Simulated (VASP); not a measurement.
# GaN (Fm-3m) in VASP: single point with PBEsol

Aim: the single point of GaN with PBEsol.

Everything below comes from runs of VASP 6.6.1. Logs are shortened: lines on timing, memory, paths and dates and some standing lists are left out, and cuts for length are marked.

## 1. The cell of the first run

It takes space group Fm-3m (No. 225, cubic). Conventional cell: a = 4.270 Å, b = 4.270 Å, c = 4.270 Å, α = 90.00°, β = 90.00°, γ = 90.00°. Within 2.8 Å of Ga (site symmetry m-3m) lie 6 N at 2.14 Å. N (site symmetry m-3m) has 6 Ga at 2.14 Å within 2.8 Å.

## 2. Single point, PBEsol

Contents of INCAR:

```
SYSTEM = GaN
PREC = Accurate
ENCUT = 600
EDIFF = 1E-6
ISMEAR = 0
SIGMA = 0.01
LREAL = .FALSE.
LASPH = .TRUE.
NELM = 120
ALGO = Normal
ISIF = 2
LWAVE = .FALSE.
LCHARG = .FALSE.
GGA = PS
NBANDS = 16
GGA_COMPAT = .FALSE.
```

Contents of KPOINTS:

```
Automatic mesh
0
G
  7 7 7
  0 0 0
```

Contents of POSCAR:

```
GaN
1.0
    0.0000000000      2.1352400000      2.1352400000
    2.1352400000      0.0000000000      2.1352400000
    2.1352400000      2.1352400000      0.0000000000
Ga N
1 1
Direct
    0.0000000000      0.0000000000      0.0000000000
    0.5000000000      0.5000000000      0.5000000000
```

Potentials or basis: VASP PAW PBE potentials, release 64 (Ga_d, N).

On the command line:

```
cat potpaw_PBE.64/Ga_d/POTCAR potpaw_PBE.64/N/POTCAR > POTCAR
mpirun -np 1 vasp_std > vasp.out
```

OUTCAR:

```text
SYSTEM = GaN
   PREC = Accurate
   ENCUT = 600
   EDIFF = 1E-6
   ISMEAR = 0
   LREAL = .FALSE.
   LASPH = .TRUE.
   NELM = 120
   ISIF = 2
   GGA = PS

 ion  position               nearest neighbor table
   1  0.000  0.000  0.000-   2 2.14   2 2.14   2 2.14   2 2.14   2 2.14   2 2.14
   2  0.500  0.500  0.500-   1 2.14   1 2.14   1 2.14   1 2.14   1 2.14   1 2.14

  LATTYP: Found a face centered cubic cell.
 ALAT       =     4.2704800000

  Lattice vectors:

 A1 = (   0.0000000000,   2.1352400000,   2.1352400000)
 A2 = (   2.1352400000,   0.0000000000,   2.1352400000)
 A3 = (   2.1352400000,   2.1352400000,   0.0000000000)

Analysis of symmetry for initial positions (statically):
=====================================================================
 Subroutine PRICEL returns:
 Original cell was already a primitive cell.

 Routine SETGRP: Setting up the symmetry group for a
 face centered cubic supercell.

 Subroutine GETGRP returns: Found 48 space group operations
 (whereof 48 operations were pure point group operations)
 out of a pool of 48 trial point group operations.

The static configuration has the point symmetry O_h .

Analysis of symmetry for dynamics (positions and initial velocities):
=====================================================================
 Subroutine PRICEL returns:
 Original cell was already a primitive cell.

 Routine SETGRP: Setting up the symmetry group for a
 face centered cubic supercell.

 Subroutine GETGRP returns: Found 48 space group operations
 (whereof 48 operations were pure point group operations)
 out of a pool of 48 trial point group operations.

The dynamic configuration has the point symmetry O_h .

 Subroutine INISYM returns: Found 48 space group operations
 (whereof 48 operations are pure point group operations),
 and found     1 'primitive' translations

----------------------------------------------------------------------------------------

                                     Primitive cell

  volume of cell :      19.4702

  direct lattice vectors                    reciprocal lattice vectors
     0.000000000  2.135240000  2.135240000    -0.234165714  0.234165714  0.234165714
     2.135240000  0.000000000  2.135240000     0.234165714 -0.234165714  0.234165714
     2.135240000  2.135240000  0.000000000     0.234165714  0.234165714 -0.234165714

  length of vectors
     3.019685367  3.019685367  3.019685367     0.405586915  0.405586915  0.405586915

  position of ions in fractional coordinates (direct lattice)
     0.000000000  0.000000000  0.000000000
     0.500000000  0.500000000  0.500000000

  ion indices of the primitive-cell ions
   primitive index   ion index
                 1           1
                 2           2

----------------------------------------------------------------------------------------

 KPOINTS: Automatic mesh

Automatic generation of k-mesh.
 Grid dimensions read from file:
 generate k-points for:    7    7    7

 Generating k-lattice:

  Cartesian coordinates                     Fractional coordinates (reciprocal lattice)
    -0.033452245  0.033452245  0.033452245     0.142857143  0.000000000  0.000000000
     0.033452245 -0.033452245  0.033452245     0.000000000  0.142857143  0.000000000
     0.033452245  0.033452245 -0.033452245     0.000000000  0.000000000  0.142857143

  Length of vectors
     0.057940988  0.057940988  0.057940988

  Shift w.r.t. Gamma in fractional coordinates (k-lattice)
     0.000000000  0.000000000  0.000000000

 Subroutine IBZKPT returns following result:
 ===========================================

 Found     20 irreducible k-points:

 Following reciprocal coordinates:
            Coordinates               Weight
  0.000000  0.000000  0.000000      1.000000
  0.142857  0.000000  0.000000      8.000000
  0.285714  0.000000  0.000000      8.000000
  0.428571  0.000000  0.000000      8.000000
  0.142857  0.142857  0.000000      6.000000
  0.285714  0.142857  0.000000     24.000000
[... 12 lines left out ...]
 -0.428571  0.428571  0.142857     24.000000
 -0.285714  0.428571  0.142857     24.000000
   k-points           NKPTS =     20   k-points in BZ     NKDIM =     20   number of bands    NBANDS=     16
   number of dos      NEDOS =    301   number of ions     NIONS =      2
   total plane-waves  NPLWV =  13824
   dimension x,y,z NGX =    24 NGY =   24 NGZ =   24
   dimension x,y,z NGXF=    48 NGYF=   48 NGZF=   48
   ions per type =               1   1
   NGX,Y,Z   is equivalent  to a cutoff of  13.21, 13.21, 13.21 a.u.
   NGXF,Y,Z  is equivalent  to a cutoff of  26.43, 26.43, 26.43 a.u.
 SYSTEM =  GaN
   PREC   = accura    normal or accurate (medium, high low for compatibility)
   ISTART =      0    job   : 0-new  1-cont  2-samecut
   ICHARG =      2    charge: 1-file 2-atom 10-const
   ISPIN  =      1    spin polarized calculation?
   LNONCOLLINEAR =      F non collinear calculations
   LSORBIT =      F    spin-orbit coupling
   LASPH  =      T    aspherical Exc in radial PAW
   ENCUT  =  600.0 eV  44.10 Ry    6.64 a.u.   6.03  6.03  6.03*2*pi/ulx,y,z
   NELM   =    120;   NELMIN=  2; NELMDL= -5     # of ELM steps
   EDIFF  = 0.1E-05   stopping-criterion for ELM
   LREAL  =      F    real-space projection
   EDIFFG = 0.1E-04   stopping-criterion for IOM
   NSW    =      0    number of steps for IOM
   IBRION =     -1    ionic relax: 0-MD 1-quasi-New 2-CG
   NFREE  =      0    steps in history (QN), initial steepest desc. (CG)
   ISIF   =      2    stress and relaxation
   ISYM   =      2    0-nonsym 1-usesym 2-fastsym
   POTIM  = 0.5000    time-step for ionic-motion
   TEBEG  =    0.0;   TEEND  =   0.0 temperature during run
   PSTRESS=    0.0 pullay stress
   NELECT =      18.0000    total number of electrons
   NUPDOWN=      -1.0000    fix difference up-down
   EMIN   =  10.00;   EMAX   =-10.00  energy-range for DOS
   EFERMI =   0.00;   METHOD = LEGACY
   ISMEAR =     0;   SIGMA  =   0.01  broadening in eV -4-tet -1-fermi 0-gaus
   EFERMI_NEDOS =   21; number of points for ismear=-14 and -15
   IALGO  =     38    algorithm
   IMIX   =      4    mixing-type and parameters
     AMIX     =   0.40;   BMIX     =  1.00
     AMIX_MAG =   1.60;   BMIX_MAG =  1.00
  volume/ion in A,a.u.               =       9.74        65.70
  Fermi-wavevector in a.u.,A,eV,Ry     =   1.594810  3.013754 34.605319  2.543419
  Thomas-Fermi vector in A             =   2.692827
   LORBIT       =      0    0 simple, 1 ext, 2 COOP (PROOUT), +10 PAW based schemes
   GGA     = PS    functional components
   LHFCALC =     F    Hartree Fock is set to
   AEXX    =    0.0000 exact exchange contribution
   IVDW    =     0    specifies the selected vdW correction
   LEPSILON=     F    determine dielectric tensor
   LRPA    =     F    only Hartree local field effects (RPA)
 non-spin polarized calculation
 Gauss-broadening in eV      SIGMA  =   0.01
  energy-cutoff  :      600.00
  volume of cell :       19.47
 maximum number of plane-waves:       663
   NGX = 13   NGY = 13   NGZ = 13

 number of electron      18.0000005 magnetization

 Free energy of the ion-electron system (eV)
  ---------------------------------------------------
  ext. energy  EPLUGINS =         0.00000000
  ---------------------------------------------------
  free energy    TOTEN  =       -12.24206580 eV

  energy without entropy =      -12.24206580  energy(sigma->0) =      -12.24206580

 E-fermi :   7.4102     XC(G=0): -13.1022

 val. band max:        7.3559946744   @ k =  -0.1429   0.1429   0.0000
 cond. band min:       8.0858603940   @ k =   0.4286   0.4286   0.0000
 fundamental gap:      0.7298657196
 Fermi energy:         7.4101551457

 k-point     1 :       0.0000    0.0000    0.0000
  band No.  band energies     occupation
      1      -9.6169      2.00000
      2      -6.5571      2.00000
      3      -6.5571      2.00000
      4      -6.5571      2.00000
      5      -6.4680      2.00000
      6      -6.4680      2.00000
[... 8 lines left out ...]
     15      22.6668      0.00000
     16      22.6668      0.00000

 k-point     2 :       0.1429    0.0000    0.0000
  band No.  band energies     occupation
      1      -9.2322      2.00000
      2      -6.5707      2.00000
      3      -6.5485      2.00000
      4      -6.5485      2.00000
      5      -6.4812      2.00000
      6      -6.4812      2.00000
[... 8 lines left out ...]
     15      23.3242      0.00000
     16      23.3242      0.00000

 k-point     3 :       0.2857    0.0000    0.0000
  band No.  band energies     occupation
      1      -8.1731      2.00000
      2      -6.6195      2.00000
      3      -6.6195      2.00000
      4      -6.5986      2.00000
      5      -6.4185      2.00000
      6      -6.4185      2.00000
[... 8 lines left out ...]
     15      25.5366      0.00000
     16      25.5366      0.00000

 k-point     4 :       0.4286    0.0000    0.0000
  band No.  band energies     occupation
      1      -6.9448      2.00000
      2      -6.6894      2.00000
      3      -6.6894      2.00000
      4      -6.6015      2.00000
      5      -6.3536      2.00000
      6      -6.3536      2.00000
[... 8 lines left out ...]
     15      28.8035      0.00000
     16      28.8035      0.00000

 k-point     5 :       0.1429    0.1429    0.0000
  band No.  band energies     occupation
      1      -9.1268      2.00000
      2      -6.5889      2.00000
      3      -6.5328      2.00000
      4      -6.5167      2.00000
      5      -6.5167      2.00000
      6      -6.4486      2.00000
[... 8 lines left out ...]
     15      26.1764      0.00000
     16      26.1764      0.00000

 k-point     6 :       0.2857    0.1429    0.0000
  band No.  band energies     occupation
      1      -8.3976      2.00000
      2      -6.6170      2.00000
      3      -6.5611      2.00000
      4      -6.5295      2.00000
      5      -6.3995      2.00000
      6      -6.3911      2.00000
[... 8 lines left out ...]
     15      26.6176      0.00000
     16      27.6951      0.00000

 k-point     7 :       0.4286    0.1429    0.0000
  band No.  band energies     occupation
      1      -7.5642      2.00000
      2      -6.6616      2.00000
      3      -6.6057      2.00000
      4      -6.5131      2.00000
      5      -6.3424      2.00000
      6      -5.9424      2.00000
[... 8 lines left out ...]
     15      27.2976      0.00000
     16      30.0159      0.00000

 k-point     8 :      -0.4286    0.1429    0.0000
  band No.  band energies     occupation
      1      -7.2910      2.00000
      2      -6.6888      2.00000
      3      -6.6568      2.00000
      4      -6.4858      2.00000
      5      -6.3518      2.00000
      6      -5.5897      2.00000
[... 8 lines left out ...]
     15      27.6538      0.00000
     16      28.5166      0.00000

 k-point     9 :      -0.2857    0.1429    0.0000
  band No.  band energies     occupation
      1      -7.6896      2.00000
      2      -6.6562      2.00000
      3      -6.6409      2.00000
      4      -6.5576      2.00000
      5      -6.4240      2.00000
      6      -6.1246      2.00000
[... 8 lines left out ...]
     15      25.0659      0.00000
     16      28.1755      0.00000
[... 96 lines left out ...]
 k-point    15 :       0.4286    0.4286    0.0000
  band No.  band energies     occupation
      1      -8.1535      2.00000
      2      -6.7188      2.00000
      3      -6.3695      2.00000
      4      -6.3096      2.00000
      5      -6.3096      2.00000
      6      -4.1523      2.00000
[... 8 lines left out ...]
     15      33.4738      0.00000
     16      34.3218      0.00000

 k-point    16 :      -0.4286    0.4286    0.0000
  band No.  band energies     occupation
      1      -8.0663      2.00000
      2      -6.6994      2.00000
      3      -6.4120      2.00000
      4      -6.3407      2.00000
      5      -6.3046      2.00000
      6      -3.6839      2.00000
[... 8 lines left out ...]
     15      32.5609      0.00000
     16      34.2962      0.00000

 k-point    17 :       0.4286    0.2857    0.1429
  band No.  band energies     occupation
      1      -7.9089      2.00000
      2      -6.6236      2.00000
      3      -6.5623      2.00000
      4      -6.4707      2.00000
      5      -6.4101      2.00000
      6      -5.8962      2.00000
[... 8 lines left out ...]
     15      29.0855      0.00000
     16      29.3649      0.00000

 k-point    18 :      -0.4286    0.2857    0.1429
  band No.  band energies     occupation
      1      -7.6546      2.00000
      2      -6.6327      2.00000
      3      -6.5684      2.00000
      4      -6.5038      2.00000
      5      -6.3457      2.00000
      6      -4.9546      2.00000
[... 8 lines left out ...]
     15      27.0261      0.00000
     16      30.9333      0.00000

 k-point    19 :      -0.4286    0.4286    0.1429
  band No.  band energies     occupation
      1      -7.9587      2.00000
      2      -6.6617      2.00000
      3      -6.4789      2.00000
      4      -6.3976      2.00000
      5      -6.3098      2.00000
      6      -4.1530      2.00000
[... 8 lines left out ...]
     15      29.6943      0.00000
     16      34.6668      0.00000

 k-point    20 :      -0.2857    0.4286    0.1429
  band No.  band energies     occupation
      1      -7.8224      2.00000
      2      -6.6033      2.00000
      3      -6.5268      2.00000
      4      -6.5028      2.00000
      5      -6.3101      2.00000
      6      -3.9994      2.00000
[... 8 lines left out ...]
     15      26.7736      0.00000
     16      34.3877      0.00000

------------------------ aborting loop because EDIFF is reached ----------------------------------------

  FORCE on cell =-STRESS in cart. coord.  units (eV):
  Direction    XX          YY          ZZ          XY          YZ          ZX
  --------------------------------------------------------------------------------------
  -------------------------------------------------------------------------------------
  Total       -0.9143362     -0.9143362     -0.9143362     -0.0000000     -0.0000000      0.0000000
  in kB      -75.2395868    -75.2395868    -75.2395868     -0.0000000     -0.0000000      0.0000000
  external PRESSURE =     -75.2395868 kB  Pullay stress =       0.0000000 kB

 VOLUME and BASIS-vectors are now :
 -----------------------------------------------------------------------------
  energy-cutoff  :      600.00
  volume of cell :       19.47
      direct lattice vectors                 reciprocal lattice vectors
     0.000000000  2.135240000  2.135240000    -0.234165714  0.234165714  0.234165714
     2.135240000  0.000000000  2.135240000     0.234165714 -0.234165714  0.234165714
     2.135240000  2.135240000  0.000000000     0.234165714  0.234165714 -0.234165714

 POSITION                                       TOTAL-FORCE (eV/Angst)
 -----------------------------------------------------------------------------------
      0.00000      0.00000      0.00000        -0.000000     -0.000000     -0.000000
      2.13524      2.13524      2.13524         0.000000      0.000000      0.000000
 -----------------------------------------------------------------------------------
    total drift:                                0.000000     -0.000000     -0.000000

  FREE ENERGIE OF THE ION-ELECTRON SYSTEM (eV)
  ---------------------------------------------------
  free  energy   TOTEN  =       -12.2420657964 eV

  energy  without entropy=      -12.2420657964  energy(sigma->0) =      -12.24206580
```

It used 11 s of CPU time on 1 thread of AMD EPYC 7R13 Processor (Zen 3) (shared host).

Results:

```
Free energy            : -12.2421 eV
Pressure               : -7.5 GPa
Band gap on the k mesh : 0.73 eV, indirect (least direct gap 2.37 eV)
```

Caveat: the PAW data sets were made with another functional, which shifts forces and pressure a little. A k mesh can miss the band edges.
